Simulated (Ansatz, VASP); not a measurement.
MgSi: VASP beside Ansatz

```
CELL_PARAMETERS angstrom
2.90839 0.00000 0.00000
0.00000 2.90839 0.00000
0.00000 0.00000 4.10343
ATOMIC_POSITIONS crystal
Mg 0.00000 0.00000 0.00000
Si 0.50000 0.50000 0.53655
```

Change from the starting cell: all Si atoms moved +0.150 Å, as atom 2 along Cartesian [0 0 1].

Alike in both runs: task single point; functional r2SCAN; k mesh 16 × 16 × 12; occupations gaussian, width 0.15 eV; no spin polarisation.

|  | VASP | Ansatz |
| --- | --- | --- |
| version | VASP 6.6.1 | Ansatz 0.2.0 |
| potentials or method | VASP PAW PBE potentials, release 64 (Mg, Si), cutoff 520 eV | scalar-relativistic, plane waves, PAW |
| valence electrons in the cell | 6 | 14 |

|  | VASP | Ansatz | Ansatz less VASP |
| --- | --- | --- | --- |
| gap on the k mesh at the Fermi level (eV) | none | none | - |
| pressure (GPa) | -0.8 | -0.5 | +0.29 |
| traceless stress, the component that is largest in VASP (GPa) | -2.18 | -2.14 | +0.040 |
| rms of the force components (eV/Å) | 0.331 | 0.335 | +0.0038 |

VASP's potentials were made for PBE, not for r2SCAN. Atom by atom the forces differ by 0.004 eV/Å (rms over components). A gap of «none» marks a metal or a gap that the smearing closes. VASP's potentials hold 6 valence electrons a cell and Ansatz's 14, so a difference there can come from the potentials and not from the codes.
